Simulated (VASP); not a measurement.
Input of a VASP 6.6.1 run:

INCAR

```
SYSTEM = TaN
PREC = Accurate ; ENCUT = 520
EDIFF = 1E-6 ; ISMEAR = -1
SIGMA = 0.01 ; LREAL = .False.
LASPH = .True. ; NELM = 100
ALGO = Normal ; ISIF = 2
LWAVE = .False. ; LCHARG = .False.
GGA = PE ; NBANDS = 33
```

The input KPOINTS:

```
Automatic mesh
0
Gamma
  6 6 9
  0 0 0
```

Contents of POSCAR:

```
TaN
1.0
    5.2132634551      0.0000000000      0.0000000000
   -2.6066317275      4.5148185887      0.0000000000
    0.0000000000      0.0000000000      2.9206711674
Ta N
3 3
Direct
    0.3333333333      0.6666666667      0.5000000000
    0.6666666667      0.3333333333      0.5000000000
    0.0000000000      0.0000000000      0.0000000000
    0.3928500000      0.0000000000      0.0000000000
    0.6071500000      0.6071500000      0.0000000000
    0.0000000000      0.3928500000      0.0000000000
```

Potentials or basis: VASP PAW PBE potentials, release 64 (Ta_pv, N).

Launch:

```console
$ cat potpaw_PBE.64/Ta_pv/POTCAR potpaw_PBE.64/N/POTCAR > POTCAR
$ mpirun -np 1 vasp_std > vasp.out
```

**Question.** Estimate the pressure.

**Answer.** 2.4 GPa.

**Question.** Predict the band gap on the k mesh.

**Answer.** Zero (bands 24 and 25 overlap by 3.04 eV).

**Question.** Estimate the largest force.

**Answer.** 0.015 eV/Å.

Stress tensor (GPa, compression positive):
```
2.57 0.00 0.00
0.00 2.57 0.00
0.00 0.00 1.99
```

Caveat: spin-orbit coupling is left out, which moves the levels of the heavy elements.
